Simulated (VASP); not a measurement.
RhCl4:

```
Rh Cl
1.0
    -2.51515    2.51515    4.75551
     2.51515   -2.51515    4.75551
     2.51515    2.51515   -4.75551
Rh Cl
1 4
Direct
  0.00000 0.00000 0.00000
  0.24500 0.24500 0.00000
  0.75500 0.75500 0.00000
  0.50000 0.00000 0.50000
  0.00000 0.50000 0.50000
```

The cell was generated, and may not be a known phase.

- Program: VASP 6.6.1
- Task: relaxation of cell and atoms
- Functional: PBE
- Potentials or basis: VASP PAW PBE potentials, release 64 (Rh_sv_GW, Cl)
- Cutoff: 620 eV
- k mesh: 3 × 3 × 3
- Occupations: gaussian, width 0.15 eV
- Spin: collinear spin, ferromagnetic start
- Starting moments: [1.0, 0.0, 0.0, 0.0, 0.0] μB

At the start: pressure -4.0 GPa; volume 24.07 Å³/atom.

Q: Where does the relaxation end?

A: Over 17 steps the energy falls by 45.9 meV/atom and the volume is 25.10 Å³/atom (+4.3 %); space group I4/mmm (No. 139, to 0.1 Å) before and after; moment 2.08 μB per cell.

Step by step:
```
step  energy change (eV)  largest force (eV/Å)  pressure (GPa)  volume (Å³)
   1              0.0000                1.1257           -4.01       120.33
   2             -0.0983                0.6843            2.40       110.12
   3             -0.1423                0.0882           -0.21       113.51
   4             -0.1422                0.0617           -0.12       113.38
   5             -0.1578                0.1105            0.05       112.53
   6             -0.1663                0.1825            0.46       111.42
   7             -0.1733                0.2113            0.20       112.40
   8             -0.1872                0.3011           -0.45       115.37
   9             -0.1960                0.4935           -1.37       121.39
  10             -0.1975                0.4833           -1.35       121.56
  11             -0.2018                0.4524           -1.29       122.07
  12             -0.2094                0.3862           -1.18       123.08
  13             -0.2204                0.2383           -0.93       125.13
  14             -0.2227                0.1287           -0.31       129.24
  15             -0.2254                0.0344           -0.58       127.41
  16             -0.2270                0.0168           -0.44       126.93
  17             -0.2295                0.0369            0.00       125.49
```

Final structure:
```cif
data_structure
_symmetry_space_group_name_H-M 'P 1'
_symmetry_Int_Tables_number 1
_cell_length_a 6.2639
_cell_length_b 6.2639
_cell_length_c 6.2639
_cell_angle_alpha 133.903
_cell_angle_beta 133.903
_cell_angle_gamma 67.240
_cell_volume 125.49
loop_
_atom_site_label
_atom_site_type_symbol
_atom_site_fract_x
_atom_site_fract_y
_atom_site_fract_z
_atom_site_occupancy
Rh1 Rh 0.00000 0.00000 0.00000 1
Cl1 Cl 0.21428 0.21428 0.00000 1
Cl2 Cl 0.78572 0.78572 0.00000 1
Cl3 Cl 0.50000 0.00000 0.50000 1
Cl4 Cl 0.00000 0.50000 0.50000 1
```

Caveat: the k points lie up to 0.47 Å⁻¹ apart in the final cell; the relaxation stopped at a loose force limit of 0.08 eV/Å, so its end isn't a converged minimum.
